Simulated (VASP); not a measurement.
# AlN (P1) in VASP: notebook

Runs on AlN. Level: PBE. Tasks: single point, relaxation of cell and atoms.

Program: VASP 6.6.1. These are calculated values, not measurements. Logs are shortened: lines on timing, memory, paths and dates and some standing lists are left out, and cuts for length are marked.

## Step 1: The cell of the first run

The typed cell holds 6 atoms: a = 3.901 Å, b = 3.901 Å, c = 3.901 Å, α = 71.13°, β = 71.13°, γ = 71.13°.

The cell was built from a structure type or drawn by symmetry, and may not be a known phase.

## Step 2: Single point, PBE

Contents of INCAR:

```
SYSTEM = AlN
PREC = Accurate
ENCUT = 520
EDIFF = 1E-6
ISMEAR = 0
SIGMA = 0.1
LREAL = .False.
LASPH = .True.
NELM = 80
ALGO = Normal
ISIF = 2
LWAVE = .False.
LCHARG = .False.
GGA = PE
NBANDS = 21
```

Contents of KPOINTS:

```
Automatic mesh
0
Gamma
  6 6 6
  0 0 0
```

Contents of POSCAR:

```
AlN
1.0
    3.9006784900      0.0000000000      0.0000000000
    1.2612510000      3.6911432700      0.0000000000
    1.2612510000      0.9018833200      3.5792660000
Al N
3 3
Direct
    0.8662918400      0.8662918400      0.4531052000
    0.1337081600      0.5468948000      0.1337081600
    0.1337081600      0.1337081600      0.5468948000
    0.8662918400      0.4531052000      0.8662918400
    0.4531052000      0.8662918400      0.8662918400
    0.5468948000      0.1337081600      0.1337081600
```

Potentials or basis: VASP PAW PBE potentials, release 64 (Al, N).

On the command line:

```sh
$ cat potpaw_PBE.64/Al/POTCAR potpaw_PBE.64/N/POTCAR > POTCAR
$ mpirun -np 1 vasp_std > vasp.out
```

OUTCAR:

```text
SYSTEM = AlN
   PREC = Accurate
   ENCUT = 520
   EDIFF = 1E-6
   ISMEAR = 0
   LREAL = .False.
   LASPH = .True.
   NELM = 80
   ISIF = 2
   GGA = PE

 ion  position               nearest neighbor table
   1  0.866  0.866  0.453-   3 1.87   2 1.87   6 1.87   5 1.87   4 1.87   3 2.65   3 2.65   2 2.92
                             2 2.92   3 3.26
   2  0.134  0.547  0.134-   4 1.87   1 1.87   5 1.87   6 1.87   3 1.87   3 2.66   1 2.92   1 2.92
                             3 3.20   3 3.20
   3  0.134  0.134  0.547-   1 1.87   4 1.87   5 1.87   6 1.87   2 1.87   1 2.65   1 2.65   2 2.66
                             2 3.20   2 3.20   1 3.26
   4  0.866  0.453  0.866-   2 1.87   3 1.87   1 1.87
   5  0.453  0.866  0.866-   3 1.87   2 1.87   1 1.87
   6  0.547  0.134  0.134-   1 1.87   3 1.87   2 1.87

  LATTYP: Found a trigonal (rhomboedric) cell.
 ALAT       =     3.9006784954
 COS(alpha) =     0.3233414384

  Lattice vectors:

 A1 = (   3.9006784900,   0.0000000000,   0.0000000000)
 A2 = (   1.2612510000,   3.6911432700,   0.0000000000)
 A3 = (   1.2612510000,   0.9018833200,   3.5792660000)

Analysis of symmetry for initial positions (statically):
=====================================================================
 Subroutine PRICEL returns:
 Original cell was already a primitive cell.

 Routine SETGRP: Setting up the symmetry group for a
 trigonal (rhombohedral) supercell.

 Subroutine GETGRP returns: Found  1 space group operations
 (whereof  1 operations were pure point group operations)
 out of a pool of 12 trial point group operations.

The static configuration has the point symmetry C_1 .

Analysis of symmetry for dynamics (positions and initial velocities):
=====================================================================
 Subroutine PRICEL returns:
 Original cell was already a primitive cell.

 Routine SETGRP: Setting up the symmetry group for a
 trigonal (rhombohedral) supercell.

 Subroutine GETGRP returns: Found  1 space group operations
 (whereof  1 operations were pure point group operations)
 out of a pool of 12 trial point group operations.

The dynamic configuration has the point symmetry C_1 .

 Subroutine INISYM returns: Found  1 space group operations
 (whereof  1 operations are pure point group operations),
 and found     1 'primitive' translations

----------------------------------------------------------------------------------------

                                     Primitive cell

  volume of cell :      51.5341

  direct lattice vectors                    reciprocal lattice vectors
     3.900678490  0.000000000  0.000000000     0.256365656 -0.087599266 -0.068264589
     1.261251000  3.691143270  0.000000000     0.000000000  0.270918771 -0.068264589
     1.261251000  0.901883320  3.579266000     0.000000000  0.000000000  0.279386891

  length of vectors
     3.900678490  3.900678495  3.900678493     0.279386891  0.279386891  0.279386891

  position of ions in fractional coordinates (direct lattice)
     0.866291840  0.866291840  0.453105200
     0.133708160  0.546894800  0.133708160
     0.133708160  0.133708160  0.546894800
     0.866291840  0.453105200  0.866291840
     0.453105200  0.866291840  0.866291840
     0.546894800  0.133708160  0.133708160

  ion indices of the primitive-cell ions
   primitive index   ion index
                 1           1
                 2           2
                 3           3
                 4           4
                 5           5
                 6           6

----------------------------------------------------------------------------------------

 KPOINTS: Automatic mesh

Automatic generation of k-mesh.
 Grid dimensions read from file:
 generate k-points for:    6    6    6

 Generating k-lattice:

  Cartesian coordinates                     Fractional coordinates (reciprocal lattice)
     0.042727609 -0.014599878 -0.011377432     0.166666667  0.000000000  0.000000000
     0.000000000  0.045153129 -0.011377431     0.000000000  0.166666667  0.000000000
     0.000000000  0.000000000  0.046564482     0.000000000  0.000000000  0.166666667

  Length of vectors
     0.046564482  0.046564482  0.046564482

  Shift w.r.t. Gamma in fractional coordinates (k-lattice)
     0.000000000  0.000000000  0.000000000

 Subroutine IBZKPT returns following result:
 ===========================================

 Found    112 irreducible k-points:

 Following reciprocal coordinates:
            Coordinates               Weight
  0.000000  0.000000  0.000000      1.000000
  0.166667  0.000000 -0.000000      2.000000
  0.000000  0.166667  0.000000      2.000000
  0.000000  0.000000  0.166667      2.000000
  0.333333  0.000000  0.000000      2.000000
  0.000000  0.333333  0.000000      2.000000
[... 16 lines left out ...]
 -0.166667  0.500000  0.000000      2.000000
  0.166667  0.000000  0.500000      2.000000
 [... further k-points ...]
   k-points           NKPTS =    112   k-points in BZ     NKDIM =    112   number of bands    NBANDS=     21
   number of dos      NEDOS =    301   number of ions     NIONS =      6
   total plane-waves  NPLWV =  27000
   dimension x,y,z NGX =    30 NGY =   30 NGZ =   30
   dimension x,y,z NGXF=    60 NGYF=   60 NGZF=   60
   ions per type =               3   3
   NGX,Y,Z   is equivalent  to a cutoff of  12.79, 12.79, 12.79 a.u.
   NGXF,Y,Z  is equivalent  to a cutoff of  25.57, 25.57, 25.57 a.u.
 SYSTEM =  AlN
   PREC   = accura    normal or accurate (medium, high low for compatibility)
   ISTART =      0    job   : 0-new  1-cont  2-samecut
   ICHARG =      2    charge: 1-file 2-atom 10-const
   ISPIN  =      1    spin polarized calculation?
   LNONCOLLINEAR =      F non collinear calculations
   LSORBIT =      F    spin-orbit coupling
   LASPH  =      T    aspherical Exc in radial PAW
   ENCUT  =  520.0 eV  38.22 Ry    6.18 a.u.   7.25  7.25  7.25*2*pi/ulx,y,z
   NELM   =     80;   NELMIN=  2; NELMDL= -5     # of ELM steps
   EDIFF  = 0.1E-05   stopping-criterion for ELM
   LREAL  =      F    real-space projection
   EDIFFG = 0.1E-04   stopping-criterion for IOM
   NSW    =      0    number of steps for IOM
   IBRION =     -1    ionic relax: 0-MD 1-quasi-New 2-CG
   NFREE  =      0    steps in history (QN), initial steepest desc. (CG)
   ISIF   =      2    stress and relaxation
   ISYM   =      2    0-nonsym 1-usesym 2-fastsym
   POTIM  = 0.5000    time-step for ionic-motion
   TEBEG  =    0.0;   TEEND  =   0.0 temperature during run
   PSTRESS=    0.0 pullay stress
   NELECT =      24.0000    total number of electrons
   NUPDOWN=      -1.0000    fix difference up-down
   EMIN   =  10.00;   EMAX   =-10.00  energy-range for DOS
   EFERMI =   0.00;   METHOD = LEGACY
   ISMEAR =     0;   SIGMA  =   0.10  broadening in eV -4-tet -1-fermi 0-gaus
   EFERMI_NEDOS =   21; number of points for ismear=-14 and -15
   IALGO  =     38    algorithm
   IMIX   =      4    mixing-type and parameters
     AMIX     =   0.40;   BMIX     =  1.00
     AMIX_MAG =   1.60;   BMIX_MAG =  1.00
  volume/ion in A,a.u.               =       8.59        57.96
  Fermi-wavevector in a.u.,A,eV,Ry     =   1.268957  2.397981 21.908806  1.610252
  Thomas-Fermi vector in A             =   2.402024
   LORBIT       =      0    0 simple, 1 ext, 2 COOP (PROOUT), +10 PAW based schemes
   GGA     = PE    functional components
   LHFCALC =     F    Hartree Fock is set to
   AEXX    =    0.0000 exact exchange contribution
   IVDW    =     0    specifies the selected vdW correction
   LEPSILON=     F    determine dielectric tensor
   LRPA    =     F    only Hartree local field effects (RPA)
 non-spin polarized calculation
 Gauss-broadening in eV      SIGMA  =   0.10
  energy-cutoff  :      520.00
  volume of cell :       51.53
 maximum number of plane-waves:      1414
 NGX is ok and might be reduce to    30
   NGX = 15   NGY = 15   NGZ = 15

 number of electron      23.9999996 magnetization

 Free energy of the ion-electron system (eV)
  ---------------------------------------------------
  ext. energy  EPLUGINS =         0.00000000
  ---------------------------------------------------
  free energy    TOTEN  =       -21.01639909 eV

  energy without entropy =      -21.00350243  energy(sigma->0) =      -21.00995076

 E-fermi :  10.8255     XC(G=0): -11.9966

 val. band max:       10.8221323682   @ k =   0.5000   0.0000  -0.1667
 cond. band min:      10.8258808001   @ k =   0.3333   0.3333   0.5000
 fundamental gap:      0.0037484319
 Fermi energy:        10.8254617231

 k-point     1 :       0.0000    0.0000    0.0000
  band No.  band energies     occupation
      1      -9.0808      2.00000
      2      -3.8816      2.00000
      3      -3.2351      2.00000
      4       2.1872      2.00000
      5       3.3499      2.00000
      6       3.9342      2.00000
[... 13 lines left out ...]
     20      19.8903      0.00000
     21      21.6190      0.00000

 k-point     2 :       0.1667    0.0000   -0.0000
  band No.  band energies     occupation
      1      -8.8872      2.00000
      2      -4.2029      2.00000
      3      -3.4064      2.00000
      4       2.0118      2.00000
      5       3.3585      2.00000
      6       3.9547      2.00000
[... 13 lines left out ...]
     20      20.3108      0.00000
     21      21.7036      0.00000

 k-point     3 :       0.0000    0.1667    0.0000
  band No.  band energies     occupation
      1      -8.8581      2.00000
      2      -4.6560      2.00000
      3      -2.9220      2.00000
      4       2.4165      2.00000
      5       3.2692      2.00000
      6       3.6198      2.00000
[... 13 lines left out ...]
     20      19.8619      0.00000
     21      21.6949      0.00000

 k-point     4 :       0.0000    0.0000    0.1667
  band No.  band energies     occupation
      1      -8.9099      2.00000
      2      -4.1569      2.00000
      3      -3.3085      2.00000
      4       2.0549      2.00000
      5       2.9052      2.00000
      6       3.8967      2.00000
[... 13 lines left out ...]
     20      19.8268      0.00000
     21      21.3608      0.00000

 k-point     5 :       0.3333    0.0000    0.0000
  band No.  band energies     occupation
      1      -8.3858      2.00000
      2      -5.1045      2.00000
      3      -3.5443      2.00000
      4       1.8074      2.00000
      5       3.4902      2.00000
      6       3.8357      2.00000
[... 13 lines left out ...]
     20      20.9317      0.00000
     21      21.6613      0.00000

 k-point     6 :       0.0000    0.3333    0.0000
  band No.  band energies     occupation
      1      -8.2102      2.00000
      2      -5.9255      2.00000
      3      -2.7278      2.00000
      4       2.3722      2.00000
      5       3.4020      2.00000
      6       3.8398      2.00000
[... 13 lines left out ...]
     20      20.0579      0.00000
     21      21.6934      0.00000

 k-point     7 :       0.0000    0.0000    0.3333
  band No.  band energies     occupation
      1      -8.4892      2.00000
      2      -4.8623      2.00000
      3      -3.3730      2.00000
      4       1.7532      2.00000
      5       2.6842      2.00000
      6       3.7393      2.00000
[... 13 lines left out ...]
     20      19.6401      0.00000
     21      21.1071      0.00000
[... 291 lines left out ...]
      1      -7.8838      2.00000
      2      -5.6767      2.00000
      3      -3.7269      2.00000
      4       1.6111      2.00000
      5       3.0258      2.00000
      6       3.4883      2.00000
[... 13 lines left out ...]
     20      20.9437      0.00000
     21      21.5492      0.00000

 k-point    21 :       0.5000    0.0000   -0.1667
  band No.  band energies     occupation
      1      -7.9234      2.00000
      2      -5.5213      2.00000
      3      -3.8757      2.00000
      4       1.5017      2.00000
      5       2.9829      2.00000
      6       3.9897      2.00000
[... 13 lines left out ...]
     20      20.5882      0.00000
     21      21.9244      0.00000

 k-point    22 :       0.0000    0.5000    0.1667
  band No.  band energies     occupation
      1      -7.3168      2.00000
      2      -6.8497      2.00000
      3      -2.9841      2.00000
      4       2.0475      2.00000
      5       2.6011      2.00000
      6       4.3453      2.00000
[... 13 lines left out ...]
     20      20.5845      0.00000
     21      21.2085      0.00000

 k-point    23 :      -0.1667    0.5000    0.0000
  band No.  band energies     occupation
      1      -7.3592      2.00000
      2      -6.8044      2.00000
      3      -2.9384      2.00000
      4       1.8934      2.00000
      5       2.9999      2.00000
      6       3.5509      2.00000
[... 13 lines left out ...]
     20      20.4674      0.00000
     21      21.1801      0.00000

 k-point    24 :       0.1667    0.0000    0.5000
  band No.  band energies     occupation
      1      -8.0833      2.00000
      2      -5.1892      2.00000
      3      -3.7561      2.00000
      4       1.2249      2.00000
      5       2.9593      2.00000
      6       3.3604      2.00000
[... 13 lines left out ...]
     20      20.1416      0.00000
     21      21.2116      0.00000

 [... further k-points ...]

------------------------ aborting loop because EDIFF is reached ----------------------------------------

  FORCE on cell =-STRESS in cart. coord.  units (eV):
  Direction    XX          YY          ZZ          XY          YZ          ZX
  --------------------------------------------------------------------------------------
  -------------------------------------------------------------------------------------
  Total       27.8373545     40.0497108     41.4332611      6.9890030      1.4558247      0.8750876
  in kB      865.4530445   1245.1306781   1288.1447439    217.2855158     45.2610507     27.2061493
  external PRESSURE =    1132.9094888 kB  Pullay stress =       0.0000000 kB

 VOLUME and BASIS-vectors are now :
 -----------------------------------------------------------------------------
  energy-cutoff  :      520.00
  volume of cell :       51.53
      direct lattice vectors                 reciprocal lattice vectors
     3.900678490  0.000000000  0.000000000     0.256365656 -0.087599266 -0.068264589
     1.261251000  3.691143270  0.000000000     0.000000000  0.270918771 -0.068264589
     1.261251000  0.901883320  3.579266000     0.000000000  0.000000000  0.279386891

 POSITION                                       TOTAL-FORCE (eV/Angst)
 -----------------------------------------------------------------------------------
      5.04322      3.60626      1.62178       -10.798048      2.708551      4.153566
      1.37996      2.13926      0.47858         1.627465     -3.278865    -16.588456
      1.37996      0.98677      1.95748         9.429430      1.090837     10.967668
      5.04322      2.45377      3.10069         1.621883     -1.229990      0.591416
      3.95264      3.97890      3.10069        -1.537385      1.107235      0.858278
      2.47054      0.61413      0.47858        -0.343346     -0.397767      0.017529
 -----------------------------------------------------------------------------------
    total drift:                                0.000052     -0.000155      0.000256

  FREE ENERGIE OF THE ION-ELECTRON SYSTEM (eV)
  ---------------------------------------------------
  free  energy   TOTEN  =       -21.0163990857 eV

  energy  without entropy=      -21.0035024276  energy(sigma->0) =      -21.00995076
```

Run time: 1.8 min. Hardware: 1 thread of Intel Xeon Platinum 8259CL at 2.50GHz (Skylake/Cascade Lake), shared host; peak memory 0.23 GiB.

Results:

```yaml
Free_energy: -21.0164 eV
Pressure: 113.3 GPa
Largest_force: 16.988 eV/Å
Band_gap_on_the_k_mesh: zero (bands 12 and 13 overlap by 1.17 eV)
```

Forces on the atoms (eV/Å):
```
Al  -10.798   2.709   4.154
Al    1.627  -3.279 -16.588
Al    9.429   1.091  10.968
N     1.622  -1.230   0.591
N    -1.537   1.107   0.858
N    -0.343  -0.398   0.018
```

Stress tensor (GPa, compression positive):
```
 86.55  21.73   2.72
 21.73 124.51   4.53
  2.72   4.53 128.81
```

Caveat: the cell stands under pressure; forces of over 1 eV/Å act on the atoms, so gaps and moduli don't describe the material at rest.

(Part 1 of 2 ends here.)
